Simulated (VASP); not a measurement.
The system is ZrHCl4.

```
CELL_PARAMETERS angstrom
4.15970 0.00000 0.00000
0.00000 4.15970 0.00000
0.00000 0.00000 7.31094
ATOMIC_POSITIONS crystal
Zr 0.00000 0.00000 0.00000
H 0.50000 0.50000 0.50000
Cl 0.50000 0.00000 0.00000
Cl 0.00000 0.50000 0.00000
Cl 0.00000 0.00000 0.27370
Cl 0.00000 0.00000 0.72630
```

The cell was built from a structure type or drawn by symmetry, and may not be a known phase.

* Program: VASP 6.6.1
* Task: relaxation of cell and atoms
* Functional: PBE
* Potentials or basis: VASP PAW PBE potentials, release 64 (Zr_sv, H, Cl)
* Cutoff: 600 eV
* k mesh: 4 × 4 × 4
* Occupations: gaussian, width 0.1 eV
* Spin: no spin polarisation

At the start: pressure 61.3 GPa; volume 21.08 Å³/atom.

Question: How do energy, volume and symmetry change on relaxing?

Answer: Over 21 steps the energy falls by 1909.3 meV/atom and the volume is 36.18 Å³/atom (+71.6 %); space group P4/mmm (No. 123, to 0.1 Å) before and after.

Step by step:
```tsv
step	energy change (eV)	largest force (eV/Å)	pressure (GPa)	volume (Å³)
1	0.0000	13.4367	61.34	126.50
2	-4.0847	0.8035	-4.49	338.90
3	-5.5023	1.6189	-5.13	300.36
4	-6.9297	2.2212	-5.08	266.95
5	-9.8135	2.4859	1.78	188.11
6	-9.8191	2.1057	4.65	178.39
7	-9.8380	2.3360	2.99	183.63
8	-11.2322	1.5462	-1.11	204.03
9	-11.2844	0.8350	-1.25	211.51
10	-11.2947	1.1302	-1.28	208.94
11	-11.3490	0.2049	0.99	201.70
12	-11.3595	0.2141	0.29	203.70
13	-11.3928	0.2142	0.38	203.66
14	-11.4124	0.2427	0.71	203.44
15	-11.4386	0.1788	0.33	208.68
16	-11.4535	0.0598	-0.28	219.85
17	-11.4542	0.0757	-0.19	217.95
18	-11.4542	0.0787	-0.17	217.64
19	-11.4545	0.1139	0.17	216.99
20	-11.4550	0.0276	0.01	217.28
21	-11.4557	0.0108	0.07	217.07
```

Final structure:
```yaml
crystal:
  lattice:
    - [5.08352, 0.00000, 0.00000]
    - [0.00000, 5.08352, 0.00000]
    - [0.00000, 0.00000, 8.39988]
  atoms:
    - { symbol: Zr, position: [0.00000, 0.00000, 0.00000] }
    - { symbol: H, position: [0.50000, 0.50000, 0.50000] }
    - { symbol: Cl, position: [0.50000, 0.00000, 0.00000] }
    - { symbol: Cl, position: [0.00000, 0.50000, 0.00000] }
    - { symbol: Cl, position: [0.00000, 0.00000, 0.28209] }
    - { symbol: Cl, position: [0.00000, 0.00000, 0.71791] }
```

Caveat: the k points lie up to 0.31 Å⁻¹ apart in the final cell, too coarse for converged energies and pressures of a metal; the volume moved by over 15 % at a fixed basis, so the end points are rough; an odd number of electrons without spin polarisation forces a metal; a magnetic or distorted state may lie lower.
